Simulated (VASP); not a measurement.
# Al3B2Sb: single point with PBE

The system is Al3B2Sb.

```
CELL_PARAMETERS angstrom
3.05709 -5.29398 0.00000
3.05709 5.29398 0.00000
0.00000 0.00000 2.80999
ATOMIC_POSITIONS crystal
Al 0.00000 0.50000 0.00000
Al 0.50000 0.50000 0.00000
Al 0.50000 0.00000 0.00000
B 0.33332 0.66668 0.50000
B 0.66668 0.33332 0.50000
Sb 0.00000 0.00000 0.00000
```

- Program: VASP 6.6.1
- Task: single point
- Functional: PBE
- Potentials or basis: VASP PAW PBE potentials, release 64 (Al, B, Sb)
- Cutoff: 520 eV
- k mesh: 8 × 8 × 14
- Occupations: gaussian, width 0.1 eV
- Spin: no spin polarisation

```yaml
Pressure: 0.0 GPa
Band_gap_on_the_k_mesh: zero (band 10 reaches 10.21 eV, above the bottom of band 11 at 6.71 eV)
```

Levels at points of the mesh, in eV from the Fermi level:
```tsv
k point	band 8	band 9	band 10	band 11	band 12	band 13
(0.00, 0.00, 0.00)	0.18	0.18	2.53	3.33	3.34	5.12
(0.50, 0.00, 0.00)	-2.27	-1.41	0.94	2.81	3.05	3.37
(0.50, 0.50, 0.00)	-2.27	-1.41	0.94	2.81	3.05	3.37
(0.00, 0.00, 0.50)	-3.15	-1.72	-1.72	-0.30	-0.29	-0.28
(0.50, 0.00, 0.50)	-2.48	-1.26	-0.20	-0.16	0.67	1.58
(0.50, 0.50, 0.50)	-2.48	-1.26	-0.20	-0.16	0.67	1.59
```

Run time: 98 s on 1 thread of Intel(R) Xeon(R) 6975P-C (Granite Rapids), on a shared host, peak memory 0.43 GiB.

Caveat: spin-orbit coupling is left out, which moves the levels of the heavy elements.
